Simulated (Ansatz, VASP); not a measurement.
# One calculation of Si2Mo, two programs

```
CELL_PARAMETERS angstrom
-1.60123 1.60123 3.90968
1.60123 -1.60123 3.90968
1.60123 1.60123 -3.90968
ATOMIC_POSITIONS crystal
Si 0.33535 0.33535 0.00000
Si 0.66465 0.66465 0.00000
Mo 0.00000 0.00000 0.00000
```

Alike in both runs: functional r2SCAN; k mesh 10 × 10 × 10; occupations fermi-dirac, width 0.1 eV; no spin polarisation.

Ansatz relaxed the structure, and its values are those at the end. VASP's run is a single point on that final structure, the one shown.

|  | VASP | Ansatz |
| --- | --- | --- |
| version | VASP 6.6.1 | Ansatz 0.2.0 |
| potentials or method | VASP PAW PBE potentials, release 64 (Si, Mo_sv), cutoff 520 eV | PAW plane waves |
| valence electrons in the cell | 22 | 22 |

|  | VASP | Ansatz | Ansatz less VASP |
| --- | --- | --- | --- |
| gap on the k mesh at the Fermi level (eV) | none | none | - |
| pressure (GPa) | 0.3 | 0.0 | -0.32 |
| rms of the force components (eV/Å) | 0.003 | 0.000 | -0.0032 |

VASP's potentials were made for PBE, not for r2SCAN. A gap of «none» marks a metal or a gap that the smearing closes.
